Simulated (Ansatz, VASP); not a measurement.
**InP in VASP and in Ansatz**

```xyz
2
Lattice="0.0000 2.9134 2.9134 2.9134 0.0000 2.9134 2.9134 2.9134 0.0000" Properties=species:S:1:pos:R:3 pbc="T T T"
In    0.0000    0.0000    0.0000
P     1.4567    1.4567    1.4567
```

Alike in both runs: functional LDA; k mesh 10 × 10 × 10; occupations gaussian, width 0.02 eV; no spin polarisation.

Ansatz relaxed the structure, and its values are those at the end. VASP's run is a single point on that final structure, the one shown.

|  | VASP | Ansatz |
| --- | --- | --- |
| version | VASP 6.6.1 | Ansatz 0.2.0 |
| potentials or method | VASP PAW LDA potentials, release 64 (In_d, P), cutoff 500 eV | scalar-relativistic, plane waves, PAW |
| valence electrons in the cell | 18 | 18 |

VASP gave:

| Quantity | Value |
| --- | --- |
| gap on the k mesh at the Fermi level (eV) | 0.61 |
| least direct gap on the mesh (eV) | 0.61 |
| pressure (GPa) | 0.0 |

**Question.** What did Ansatz give for the same quantities?

**Answer.** gap on the k mesh at the Fermi level (eV): 0.58; least direct gap on the mesh (eV): 0.58; pressure (GPa): 0.0.

Ansatz warns that its potentials were made for another functional, while VASP's fit it. LDA's correlation is that of Perdew and Zunger in VASP and of Perdew and Wang (1992) in Ansatz.
